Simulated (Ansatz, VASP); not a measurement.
**Two plane-wave programs on LiH**

```
Li H
1.0
     8.14000    0.00000    0.00000
     0.00000    8.14000    0.00000
     0.00000    0.00000    8.14000
Li H
32 32
Direct
  0.00000 0.00000 0.00000
  0.00000 0.25000 0.25000
  0.25000 0.00000 0.25000
  0.25000 0.25000 0.00000
  0.00000 0.00000 0.50000
  0.00000 0.25000 0.75000
  0.25000 0.00000 0.75000
  0.25000 0.25000 0.50000
  0.00000 0.50000 0.00000
  0.00000 0.75000 0.25000
  0.25000 0.50000 0.25000
  0.25000 0.75000 0.00000
  0.00000 0.50000 0.50000
  0.00000 0.75000 0.75000
  0.25000 0.50000 0.75000
  0.25000 0.75000 0.50000
  0.50000 0.00000 0.00000
  0.50000 0.25000 0.25000
  0.75000 0.00000 0.25000
  0.75000 0.25000 0.00000
  0.50000 0.00000 0.50000
  0.50000 0.25000 0.75000
  0.75000 0.00000 0.75000
  0.75000 0.25000 0.50000
  0.50000 0.50000 0.00000
  0.50000 0.75000 0.25000
  0.75000 0.50000 0.25000
  0.75000 0.75000 0.00000
  0.50000 0.50000 0.50000
  0.50000 0.75000 0.75000
  0.75000 0.50000 0.75000
  0.75000 0.75000 0.50000
  0.24754 0.00000 0.00000
  0.25000 0.25000 0.25000
  0.00000 0.00000 0.25000
  0.00000 0.25000 0.00000
  0.25000 0.00000 0.50000
  0.25000 0.25000 0.75000
  0.00000 0.00000 0.75000
  0.00000 0.25000 0.50000
  0.25000 0.50000 0.00000
  0.25000 0.75000 0.25000
  0.00000 0.50000 0.25000
  0.00000 0.75000 0.00000
  0.25000 0.50000 0.50000
  0.25000 0.75000 0.75000
  0.00000 0.50000 0.75000
  0.00000 0.75000 0.50000
  0.75000 0.00000 0.00000
  0.75000 0.25000 0.25000
  0.50000 0.00000 0.25000
  0.50000 0.25000 0.00000
  0.75000 0.00000 0.50000
  0.75000 0.25000 0.75000
  0.50000 0.00000 0.75000
  0.50000 0.25000 0.50000
  0.75000 0.50000 0.00000
  0.75000 0.75000 0.25000
  0.50000 0.50000 0.25000
  0.50000 0.75000 0.00000
  0.75000 0.50000 0.50000
  0.75000 0.75000 0.75000
  0.50000 0.50000 0.75000
  0.50000 0.75000 0.50000
```

Alike in both runs: task single point; functional PBE; k mesh 3 × 3 × 3; no spin polarisation.

```csv
,VASP,Ansatz
version,VASP 6.6.1,Ansatz 0.2.0
potentials or method,"VASP PAW PBE potentials, release 64 (Li_sv, H)","scalar-relativistic, plane waves, PAW"
plane-wave cutoff (eV),520,420
occupations,"gaussian, width 0.01 eV",fixed
valence electrons in the cell,128,128
```

```csv
,VASP,Ansatz,Ansatz less VASP
gap on the k mesh at the Fermi level (eV),3.01,3.02,+0.007
least direct gap on the mesh (eV),3.01,3.02,+0.007
rms of the force components (eV/Å),0.004,0.004,0.0000
```

Noted on VASP's run: the cutoff is short for stress, so the pressure is rough.
